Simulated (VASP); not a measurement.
A run of VASP 6.6.1 is set up as follows.

Contents of INCAR:

```
ALGO = Normal ; EDIFF = 1E-6
ENCUT = 520 ; GGA = PS
ISIF = 2 ; ISMEAR = 0
LASPH = True ; LCHARG = False
LREAL = False ; LWAVE = False
NBANDS = 24 ; NELM = 100
PREC = Accurate ; SIGMA = 0.15
```

KPOINTS

```
k-points
0
Gamma
  14 14 14
```

Contents of POSCAR:

```
AlNi3
1.0
    0.0000000000      2.6864715449      2.6864715449
    2.6864715449      0.0000000000      2.6864715449
    2.6864715449      2.6864715449      0.0000000000
Al Ni
1 3
Direct
    0.5000000000      0.5000000000      0.5000000000
    0.2500000000      0.2500000000      0.2500000000
    0.0000000000      0.0000000000      0.0000000000
    0.7500000000      0.7500000000      0.7500000000
```

Potentials or basis: VASP PAW PBE potentials, release 64 (Al, Ni).

Launch:

```console
$ cat potpaw_PBE.64/Al/POTCAR potpaw_PBE.64/Ni/POTCAR > POTCAR
$ mpirun -np 1 vasp_std > vasp.out
```

What does it give for the band gap on the k mesh?

Zero (an odd number of electrons rules out a gap without spin polarisation).

Predict the pressure.

32.4 GPa.

Caveat: the cell differs from its parent crystal (strain -0.040 along x and y, -0.040 along z); the cell stands under pressure; the PAW data sets were made with another functional, which shifts forces and pressure a little. Spin polarisation is off, so any magnetic state and its effect on volume and gap are missing.
